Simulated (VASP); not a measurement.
Here is a VASP 6.6.1 calculation.

The input INCAR:

```
SYSTEM = BiMo
PREC = Accurate
ENCUT = 500
EDIFF = 1E-7
ISMEAR = -1
SIGMA = 0.05
LREAL = .FALSE.
LASPH = .TRUE.
NELM = 120
ALGO = Normal
ISIF = 3
LWAVE = .FALSE.
LCHARG = .FALSE.
GGA = PS
IBRION = 2
NSW = 32
EDIFFG = -0.005
PSTRESS = 21.0
GGA_COMPAT = .FALSE.
NELMIN = 4
```

File KPOINTS:

```
regular mesh
0
G
  12 12 12
  0 0 0
```

Contents of POSCAR:

```
BiMo
1.0
    0.0000000000      2.7881930359      2.7881930359
    2.7881930359      0.0000000000      2.7881930359
    2.7881930359      2.7881930359      0.0000000000
Mo Bi
1 1
Direct
    0.0000000000      0.0000000000      0.0000000000
    0.5000000000      0.5000000000      0.5000000000
```

Potentials or basis: VASP PAW PBE potentials, release 64 (Mo_sv, Bi_d).

Command:

```bash
$ cat potpaw_PBE.64/Mo_sv/POTCAR potpaw_PBE.64/Bi_d/POTCAR > POTCAR
$ mpirun -np 1 vasp_std > vasp.out
```

Q: What does it give for the band gap on the k mesh?

A: Zero (an odd number of electrons rules out a gap without spin polarisation).

Q: What does it give for the relaxed volume?

A: 21.70 Å³/atom.

Q: Predict the space group after relaxing (to 0.1 Å).

A: Fm-3m (No. 225).

Q: What does it give for the relaxed cell?

A: a = 3.944 Å, b = 3.944 Å, c = 3.944 Å, α = 60.00°, β = 60.00°, γ = 60.00°.

The path:
| step | energy change (eV) | largest force (eV/Å) | pressure (GPa) | volume (Å³) |
| --- | --- | --- | --- | --- |
| 1 | 0.0000 | 0.0000 | 2.23 | 43.35 |
| 2 | -0.0015 | 0.0000 | 1.90 | 43.46 |
| 3 | -0.0006 | 0.0000 | 2.06 | 43.40 |

Caveat: the cell is relaxed towards a set pressure, so the run minimises the enthalpy, not the energy; the PAW data sets were made with another functional, which shifts forces and pressure a little; spin-orbit coupling is left out, which moves the levels of the heavy elements.
